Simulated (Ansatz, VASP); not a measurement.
# One calculation of ZnS, two programs

INCAR

```
SYSTEM = ZnS
PREC     = Accurate       ! precision mode
ENCUT    = 520            ! plane-wave cutoff, eV
EDIFF    = 1E-6           ! SCF threshold, eV
ISMEAR   = 0              ! smearing method
SIGMA    = 0.01           ! smearing width, eV
LREAL    = .False.        ! projectors in reciprocal space
LASPH    = .True.         ! aspherical terms in the spheres
NELM     = 100            ! most SCF steps
ALGO     = Normal         ! electronic algorithm
ISIF     = 2              ! what is computed and relaxed
LWAVE    = .False.        ! write WAVECAR
LCHARG   = .False.        ! write CHGCAR
GGA      = PS             ! functional
NBANDS   = 16             ! bands
```

KPOINTS

```
regular mesh
0
Gamma
  8 8 8
  0 0 0
```

Contents of POSCAR:

```
ZnS
1.0
    0.0000000000      2.6643807964      2.6643807964
    2.6643807964      0.0000000000      2.6643807964
    2.6643807964      2.6643807964      0.0000000000
Zn S
1 1
Direct
    0.7500000000      0.7500000000      0.7500000000
    0.0000000000      0.0000000000      0.0000000000
```

Input for Ansatz:

```yaml
crystal:
  lattice:
    - [0.0, 2.66438079643, 2.66438079643]
    - [2.66438079643, 0.0, 2.66438079643]
    - [2.66438079643, 2.66438079643, 0.0]
  atoms:
    - { symbol: Zn, position: [0.75, 0.75, 0.75] }
    - { symbol: S, position: [0.0, 0.0, 0.0] }
kpoints:
  mp_grid: { grid: [8, 8, 8] }
scf:
  occupations: { method: fixed }
  convergence: { dr2_threshold: 1.0e-10 }
hamiltonian:
  xc: pbesol
  pseudopotentials: { kind: all_electron, lapw: { basis_error: 0.0005 } }
output:
  forces: true
  stress: true
  eigenstates:
    kpoints:
      - [0.0, 0.0, 0.0]
      - [0.5, 0.5, 0.0]
      - [0.5, 0.0, 0.5]
      - [0.0, 0.5, 0.5]
      - [0.0, 0.5, 0.0]
      - [0.5, 0.0, 0.0]
      - [0.0, 0.0, 0.5]
      - [0.5, 0.5, 0.5]
  eigenvalues: true
```

Alike in both runs: task single point; functional PBEsol; k mesh 8 × 8 × 8; no spin polarisation.

|  | VASP | Ansatz |
| --- | --- | --- |
| version | VASP 6.6.1 | Ansatz 0.2.0 |
| potentials or method | VASP PAW PBE potentials, release 64 (Zn, S), cutoff 520 eV | all-electron LAPW, scalar-relativistic |
| occupations | gaussian, width 0.01 eV | fixed |

Ansatz gave:

```
gap on the k mesh at the Fermi level (eV) : 2.16
pressure (GPa)                            : 1.3
```

Question: Estimate VASP's values.

Answer: gap on the k mesh at the Fermi level (eV): 2.16; pressure (GPa): 1.5.

VASP's potentials were made for PBE, not for PBEsol. Ansatz ran all-electron here, and VASP with PAW potentials.
